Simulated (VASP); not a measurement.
# Te2Mo in VASP: a series of runs

Te2Mo is run at these levels: r2SCAN, PBEsol; tasks: single point.

All numbers are computed with VASP 6.6.1; they aren't measurements. Logs are shortened: lines on timing, memory, paths and dates and some standing lists are left out, and cuts for length are marked.

## (1) The cell of the first run

The cell holds a slab with vacuum, 6 atoms: a = 6.404 Å, b = 3.503 Å, c = 36.416 Å, α = 90.00°, β = 90.14°, γ = 90.00°.

## (2) Single point, r2SCAN

The input, POSCAR:

```
Te2Mo
1.0
    6.4037401044      0.0000000000      0.0000000000
    0.0000000000      3.5034527586      0.0000000000
   -0.0863090623      0.0000000000     36.4154728842
Te Mo
4 2
Direct
    0.4292511000      0.7500000000      0.5407035800
    0.5707489000      0.2500000000      0.4592964200
    0.9208478700      0.2500000000      0.5565273200
    0.0791521300      0.7500000000      0.4434726800
    0.1813475600      0.2500000000      0.4974653700
    0.8186524400      0.7500000000      0.5025346300
```

The input, INCAR.step1:

```
PREC = Accurate ; ENCUT = 520
ISMEAR = -1 ; SIGMA = 0.05
LREAL = F ; LASPH = T
NELM = 100 ; NBANDS = 35
GGA = PE ; ALGO = Normal
EDIFF = 1E-4 ; LWAVE = T
LCHARG = F
```

The input, INCAR.step2:

```
PREC = Accurate ; ENCUT = 520
EDIFF = 1E-6 ; ISMEAR = -1
SIGMA = 0.05 ; LREAL = F
LASPH = T ; NELM = 100
ALGO = Normal ; ISIF = 2
LWAVE = F ; LCHARG = F
METAGGA = R2SCAN ; LMIXTAU = T
NBANDS = 35 ; ISTART = 1
```

The input, KPOINTS:

```
regular mesh
0
Gamma
  4 8 1
```

Potentials or basis: VASP PAW PBE potentials, release 64 (Te, Mo_sv).

Command:

```
> cat potpaw_PBE.64/Te/POTCAR potpaw_PBE.64/Mo_sv/POTCAR > POTCAR
> cp INCAR.step1 INCAR
> mpirun -np 1 vasp_std > vasp.out
> cp INCAR.step2 INCAR
> mpirun -np 1 vasp_std > vasp.out
```

OUTCAR:

```text
PREC = Accurate
   ENCUT = 520
   EDIFF = 1E-6
   ISMEAR = -1
   LREAL = F
   LASPH = T
   NELM = 100
   ISIF = 2
   METAGGA = R2SCAN
   ISTART = 1

 ion  position               nearest neighbor table
   1  0.429  0.750  0.541-   5 2.84   5 2.84   6 2.86   2 3.56   2 3.56   3 3.65   3 3.65
   2  0.571  0.250  0.459-   6 2.84   6 2.84   5 2.86   1 3.56   1 3.56   4 3.65   4 3.65
   3  0.921  0.250  0.557-   6 2.71   6 2.71   5 2.73   1 3.65   1 3.65
   4  0.079  0.750  0.443-   5 2.71   5 2.71   6 2.73   2 3.65   2 3.65
   5  0.181  0.250  0.497-   4 2.71   4 2.71   3 2.73   1 2.84   1 2.84   2 2.86   6 2.92   6 2.92

   6  0.819  0.750  0.503-   3 2.71   3 2.71   4 2.73   2 2.84   2 2.84   1 2.86   5 2.92   5 2.92

  LATTYP: Found a simple monoclinic cell.
 ALAT       =     6.4037401044
 B/A-ratio  =     0.5470947761
 C/A-ratio  =     5.6866104139
 COS(beta)  =    -0.0023701139

  Lattice vectors:

 A1 = (   6.4037401044,   0.0000000000,   0.0000000000)
 A2 = (   0.0000000000,   3.5034527586,   0.0000000000)
 A3 = (  -0.0863090623,   0.0000000000,  36.4154728842)

Analysis of symmetry for initial positions (statically):
=====================================================================
 Subroutine PRICEL returns:
 Original cell was already a primitive cell.

 Routine SETGRP: Setting up the symmetry group for a
 simple monoclinic supercell.

 Subroutine GETGRP returns: Found  4 space group operations
 (whereof  2 operations were pure point group operations)
 out of a pool of  4 trial point group operations.

The static configuration has the point symmetry S_2 .
 The point group associated with its full space group is C_2h.

Analysis of symmetry for dynamics (positions and initial velocities):
=====================================================================
 Subroutine PRICEL returns:
 Original cell was already a primitive cell.

 Routine SETGRP: Setting up the symmetry group for a
 simple monoclinic supercell.

 Subroutine GETGRP returns: Found  4 space group operations
 (whereof  2 operations were pure point group operations)
 out of a pool of  4 trial point group operations.

The dynamic configuration has the point symmetry S_2 .
 The point group associated with its full space group is C_2h.

 Subroutine INISYM returns: Found  4 space group operations
 (whereof  2 operations are pure point group operations),
 and found     1 'primitive' translations

----------------------------------------------------------------------------------------

                                     Primitive cell

  volume of cell :     816.9885

  direct lattice vectors                    reciprocal lattice vectors
     6.403740104  0.000000000  0.000000000     0.156158742  0.000000000  0.000370115
     0.000000000  3.503452759  0.000000000     0.000000000  0.285432706  0.000000000
    -0.086309062  0.000000000 36.415472884     0.000000000  0.000000000  0.027460854

  length of vectors
     6.403740104  3.503452759 36.415575165     0.156159181  0.285432706  0.027460854

  position of ions in fractional coordinates (direct lattice)
     0.429251100  0.750000000  0.540703580
     0.570748900  0.250000000  0.459296420
     0.920847870  0.250000000  0.556527320
     0.079152130  0.750000000  0.443472680
     0.181347560  0.250000000  0.497465370
     0.818652440  0.750000000  0.502534630

  ion indices of the primitive-cell ions
   primitive index   ion index
                 1           1
                 2           2
                 3           3
                 4           4
                 5           5
                 6           6

----------------------------------------------------------------------------------------

 KPOINTS: regular mesh

Automatic generation of k-mesh.
 Grid dimensions read from file:
 generate k-points for:    4    8    1

 Generating k-lattice:

  Cartesian coordinates                     Fractional coordinates (reciprocal lattice)
     0.039039686  0.000000000  0.000092529     0.250000000  0.000000000  0.000000000
     0.000000000  0.035679088  0.000000000     0.000000000  0.125000000  0.000000000
     0.000000000  0.000000000  0.027460854     0.000000000  0.000000000  1.000000000

  Length of vectors
     0.039039795  0.035679088  0.027460854

  Shift w.r.t. Gamma in fractional coordinates (k-lattice)
     0.000000000  0.000000000  0.000000000

 Subroutine IBZKPT returns following result:
 ===========================================

 Found     15 irreducible k-points:

 Following reciprocal coordinates:
            Coordinates               Weight
  0.000000  0.000000  0.000000      1.000000
  0.250000  0.000000  0.000000      2.000000
  0.500000  0.000000  0.000000      1.000000
  0.000000  0.125000  0.000000      2.000000
  0.250000  0.125000  0.000000      4.000000
  0.500000  0.125000  0.000000      2.000000
  0.000000  0.250000  0.000000      2.000000
  0.250000  0.250000  0.000000      4.000000
  0.500000  0.250000  0.000000      2.000000
  0.000000  0.375000  0.000000      2.000000
  0.250000  0.375000  0.000000      4.000000
  0.500000  0.375000  0.000000      2.000000
  0.000000  0.500000  0.000000      1.000000
  0.250000  0.500000  0.000000      2.000000
  0.500000  0.500000  0.000000      1.000000
   k-points           NKPTS =     15   k-points in BZ     NKDIM =     15   number of bands    NBANDS=     35
   number of dos      NEDOS =    301   number of ions     NIONS =      6
   total plane-waves  NPLWV = 376320
   dimension x,y,z NGX =    48 NGY =   28 NGZ =  280
   dimension x,y,z NGXF=    96 NGYF=   56 NGZF=  560
   ions per type =               4   2
   NGX,Y,Z   is equivalent  to a cutoff of  12.46, 13.29, 12.78 a.u.
   NGXF,Y,Z  is equivalent  to a cutoff of  24.92, 26.57, 25.57 a.u.
 SYSTEM =  unknown system
   PREC   = accura    normal or accurate (medium, high low for compatibility)
   ISTART =      1    job   : 0-new  1-cont  2-samecut
   ICHARG =      0    charge: 1-file 2-atom 10-const
   ISPIN  =      1    spin polarized calculation?
   LNONCOLLINEAR =      F non collinear calculations
   LSORBIT =      F    spin-orbit coupling
   LASPH  =      T    aspherical Exc in radial PAW
   ENCUT  =  520.0 eV  38.22 Ry    6.18 a.u.  11.91  6.51 67.71*2*pi/ulx,y,z
   NELM   =    100;   NELMIN=  2; NELMDL=  0     # of ELM steps
   EDIFF  = 0.1E-05   stopping-criterion for ELM
   LREAL  =      F    real-space projection
   EDIFFG = 0.1E-04   stopping-criterion for IOM
   NSW    =      0    number of steps for IOM
   IBRION =     -1    ionic relax: 0-MD 1-quasi-New 2-CG
   NFREE  =      0    steps in history (QN), initial steepest desc. (CG)
   ISIF   =      2    stress and relaxation
   ISYM   =      2    0-nonsym 1-usesym 2-fastsym
   POTIM  = 0.5000    time-step for ionic-motion
   TEBEG  =    0.0;   TEEND  =   0.0 temperature during run
   PSTRESS=    0.0 pullay stress
   NELECT =      52.0000    total number of electrons
   NUPDOWN=      -1.0000    fix difference up-down
   EMIN   =  10.00;   EMAX   =-10.00  energy-range for DOS
   EFERMI =   0.00;   METHOD = LEGACY
   ISMEAR =    -1;   SIGMA  =   0.05  broadening in eV -4-tet -1-fermi 0-gaus
   EFERMI_NEDOS =   21; number of points for ismear=-14 and -15
   IALGO  =     38    algorithm
   IMIX   =      4    mixing-type and parameters
     AMIX     =   0.40;   BMIX     =  1.00
     AMIX_MAG =   1.60;   BMIX_MAG =  1.00
  volume/ion in A,a.u.               =     136.16       918.89
  Fermi-wavevector in a.u.,A,eV,Ry     =   0.653638  1.235197  5.812989  0.427243
  Thomas-Fermi vector in A             =   1.723942
   LORBIT       =      0    0 simple, 1 ext, 2 COOP (PROOUT), +10 PAW based schemes
   METAGGA = R2SCAN    functional components
   LHFCALC =     F    Hartree Fock is set to
   AEXX    =    0.0000 exact exchange contribution
   IVDW    =     0    specifies the selected vdW correction
   LEPSILON=     F    determine dielectric tensor
   LRPA    =     F    only Hartree local field effects (RPA)
 non-spin polarized calculation
  energy-cutoff  :      520.00
  volume of cell :      816.99
 maximum number of plane-waves:     22075
 NGX is ok and might be reduce to    48
   NGX = 23   NGY = 13   NGZ =135

 number of electron      52.0000003 magnetization

 Free energy of the ion-electron system (eV)
  ---------------------------------------------------
  ext. energy  EPLUGINS =         0.00000000
  ---------------------------------------------------
  free energy    TOTEN  =      -155.46722190 eV

  energy without entropy =     -155.46027229  energy(sigma->0) =     -155.46374710

 E-fermi :  -2.3971     XC(G=0):  -2.2956

 val. band max:       -2.5649716402   @ k =   0.0000   0.1250   0.0000
 cond. band min:      -2.3928453389   @ k =   0.0000   0.1250   0.0000
 fundamental gap:      0.1721263013
 Fermi energy:        -2.3971160051

 k-point     1 :       0.0000    0.0000    0.0000
  band No.  band energies     occupation
      1     -65.4122      2.00000
      2     -65.3528      2.00000
      3     -38.9271      2.00000
      4     -38.8750      2.00000
      5     -38.8166      2.00000
      6     -38.7085      2.00000
[... 27 lines left out ...]
     34       1.0641      0.00000
     35       2.0454      0.00000

 k-point     2 :       0.2500    0.0000    0.0000
  band No.  band energies     occupation
      1     -65.4121      2.00000
      2     -65.3530      2.00000
      3     -38.9235      2.00000
      4     -38.8747      2.00000
      5     -38.8168      2.00000
      6     -38.7089      2.00000
[... 27 lines left out ...]
     34       1.2337      0.00000
     35       2.2355      0.00000

 k-point     3 :       0.5000    0.0000    0.0000
  band No.  band energies     occupation
      1     -65.4120      2.00000
      2     -65.3531      2.00000
      3     -38.9198      2.00000
      4     -38.8743      2.00000
      5     -38.8171      2.00000
      6     -38.7093      2.00000
[... 27 lines left out ...]
     34       1.3271      0.00000
     35       2.5936      0.00000

 k-point     4 :       0.0000    0.1250    0.0000
  band No.  band energies     occupation
      1     -65.4091      2.00000
      2     -65.3543      2.00000
      3     -38.9286      2.00000
      4     -38.8943      2.00000
      5     -38.8101      2.00000
      6     -38.7251      2.00000
[... 27 lines left out ...]
     34       1.0471      0.00000
     35       2.2810      0.00000

 k-point     5 :       0.2500    0.1250    0.0000
  band No.  band energies     occupation
      1     -65.4090      2.00000
      2     -65.3544      2.00000
      3     -38.9259      2.00000
      4     -38.8943      2.00000
      5     -38.8101      2.00000
      6     -38.7253      2.00000
[... 296 lines left out ...]
 k-point    13 :       0.0000    0.5000    0.0000
  band No.  band energies     occupation
      1     -65.3768      2.00000
      2     -65.3768      2.00000
      3     -38.9802      2.00000
      4     -38.9802      2.00000
      5     -38.7683      2.00000
      6     -38.7683      2.00000
[... 27 lines left out ...]
     34       1.3516      0.00000
     35       3.4423      0.00000

 k-point    14 :       0.2500    0.5000    0.0000
  band No.  band energies     occupation
      1     -65.3768      2.00000
      2     -65.3768      2.00000
      3     -38.9818      2.00000
      4     -38.9818      2.00000
      5     -38.7679      2.00000
      6     -38.7679      2.00000
[... 27 lines left out ...]
     34       1.2216      0.00000
     35       2.9703      0.00000

 k-point    15 :       0.5000    0.5000    0.0000
  band No.  band energies     occupation
      1     -65.3768      2.00000
      2     -65.3768      2.00000
      3     -38.9834      2.00000
      4     -38.9834      2.00000
      5     -38.7675      2.00000
      6     -38.7675      2.00000
[... 27 lines left out ...]
     34       1.1193      0.00000
     35       2.4764      0.00000

------------------------ aborting loop because EDIFF is reached ----------------------------------------

  FORCE on cell =-STRESS in cart. coord.  units (eV):
  Direction    XX          YY          ZZ          XY          YZ          ZX
  --------------------------------------------------------------------------------------
  -------------------------------------------------------------------------------------
  Total       -1.8041274     -1.7465125     -1.6749322      0.0000000      0.0000000     -0.0603353
  in kB       -3.5380329     -3.4250457     -3.2846712      0.0000000      0.0000000     -0.1183222
  external PRESSURE =      -3.4159166 kB  Pullay stress =       0.0000000 kB

 VOLUME and BASIS-vectors are now :
 -----------------------------------------------------------------------------
  energy-cutoff  :      520.00
  volume of cell :      816.99
      direct lattice vectors                 reciprocal lattice vectors
     6.403740104  0.000000000  0.000000000     0.156158742  0.000000000  0.000370115
     0.000000000  3.503452759  0.000000000     0.000000000  0.285432706  0.000000000
    -0.086309062  0.000000000 36.415472884     0.000000000  0.000000000  0.027460854

 POSITION                                       TOTAL-FORCE (eV/Angst)
 -----------------------------------------------------------------------------------
      2.70214      2.62759     19.68998        -0.011886      0.000000     -0.161610
      3.61529      0.87586     16.72550         0.011886      0.000000      0.161610
      5.84884      0.87586     20.26621        -0.009320     -0.000000     -0.285579
      0.46859      2.62759     16.14927         0.009320      0.000000      0.285579
      1.11837      0.87586     18.11544        -0.067887      0.000000     -0.010745
      5.19906      2.62759     18.30004         0.067887      0.000000      0.010745
 -----------------------------------------------------------------------------------
    total drift:                                0.000000      0.000000     -0.000000

  FREE ENERGIE OF THE ION-ELECTRON SYSTEM (eV)
  ---------------------------------------------------
  free  energy   TOTEN  =      -155.4672219023 eV

  energy  without entropy=     -155.4602722914  energy(sigma->0) =     -155.46374710
```

Run time: 1.8 h. Hardware: 1 thread of Intel Xeon 8259CL, shared host; peak memory 1.1 GiB.

What came out:

```yaml
Free_energy: -155.4672 eV
Largest_force: 0.286 eV/Å
Band_gap_on_the_k_mesh: zero (bands 26 and 27 overlap by 0.11 eV)
```

Forces on the atoms (eV/Å):
```
Te  -0.012  0.000 -0.162
Te   0.012  0.000  0.162
Te  -0.009  0.000 -0.286
Te   0.009  0.000  0.286
Mo  -0.068  0.000 -0.011
Mo   0.068  0.000  0.011
```

Levels at points of the mesh, in eV from the Fermi level:
```
           k point  band 24  band 25  band 26  band 27  band 28  band 29
(0.00, 0.00, 0.00)    -0.66    -0.34     0.12     0.73     1.02     1.77
(0.50, 0.00, 0.00)    -0.84    -0.84    -0.74     0.22     1.04     1.56
(0.00, 0.50, 0.00)    -1.69    -1.48    -1.48     1.30     1.30     1.57
(0.50, 0.50, 0.00)    -1.82    -0.92    -0.92     1.23     1.23     1.97
```

Caveat: there is no dipole correction, which matters where the two faces differ; the PAW data sets were made with another functional, which shifts forces and pressure a little; spin-orbit coupling is left out, which moves the levels of the heavy elements.

## (3) Single point, PBEsol (125.49 Å³/atom)

This run uses another cell than the first one.

The input, INCAR:

```
PREC = Accurate ; ENCUT = 520
EDIFF = 1E-7 ; ISMEAR = -1
SIGMA = 0.05 ; LREAL = False
LASPH = True ; NELM = 80
ALGO = Normal ; ISIF = 2
LWAVE = False ; LCHARG = True
GGA = PS ; LELF = True
LVHAR = True ; NBANDS = 35
```

The input, KPOINTS:

```
Automatic mesh
0
Gamma
  4 8 1
```

Edit POSCAR of step 2 so:

```diff
@@ -2,5 +2,5 @@
 1.0
-    6.4037401044      0.0000000000      0.0000000000
-    0.0000000000      3.5034527586      0.0000000000
-   -0.0863090623      0.0000000000     36.4154728842
+    6.2317438208      0.0000000000      0.0000000000
+    0.0000000000      3.4093544903      0.0000000000
+   -0.0839909111      0.0000000000     35.4373997734
 Te Mo
```

Potentials or basis: VASP PAW PBE potentials, release 64 (Te, Mo_sv).

Command:

```
> cat potpaw_PBE.64/Te/POTCAR potpaw_PBE.64/Mo_sv/POTCAR > POTCAR
> mpirun -np 1 vasp_std > vasp.out
```

Run time: 12 min. Hardware: 1 thread of AMD EPYC 9R45 (Zen 5), shared host; peak memory 0.88 GiB.

The run converged. Its results:

* Free energy: -39.0683 eV
* Largest force: 0.912 eV/Å
* Band gap on the k mesh: zero (bands 26 and 27 overlap by 0.23 eV)

Forces in eV/Å, atoms in the order of the input:
```
Te   0.107  0.000  0.397
Te  -0.107  0.000 -0.397
Te  -0.035  0.000  0.912
Te   0.035  0.000 -0.912
Mo   0.241  0.000  0.077
Mo  -0.241  0.000 -0.077
```

Levels at points of the mesh, in eV from the Fermi level:
| k point | band 22 | band 23 | band 24 | band 25 | band 26 | band 27 | band 28 | band 29 | band 30 | band 31 |
| --- | --- | --- | --- | --- | --- | --- | --- | --- | --- | --- |
| (0.00, 0.00, 0.00) | -1.33 | -1.01 | -0.61 | -0.30 | 0.24 | 0.69 | 1.22 | 1.86 | 2.25 | 2.51 |
| (0.50, 0.00, 0.00) | -1.38 | -1.33 | -0.84 | -0.82 | -0.67 | 0.08 | 1.26 | 1.56 | 1.99 | 3.08 |
| (0.00, 0.50, 0.00) | -2.70 | -1.66 | -1.66 | -1.44 | -1.44 | 1.27 | 1.27 | 1.55 | 1.55 | 2.14 |
| (0.50, 0.50, 0.00) | -2.43 | -1.79 | -1.79 | -0.86 | -0.86 | 1.20 | 1.20 | 2.04 | 2.04 | 2.48 |

Caveat: there is no dipole correction, which matters where the two faces differ; the PAW data sets were made with another functional, which shifts forces and pressure a little; spin-orbit coupling is left out, which moves the levels of the heavy elements.

[end of part 1 of 2]

The gap in the log of VASP goes by the Fermi energy; the results here count the filled bands.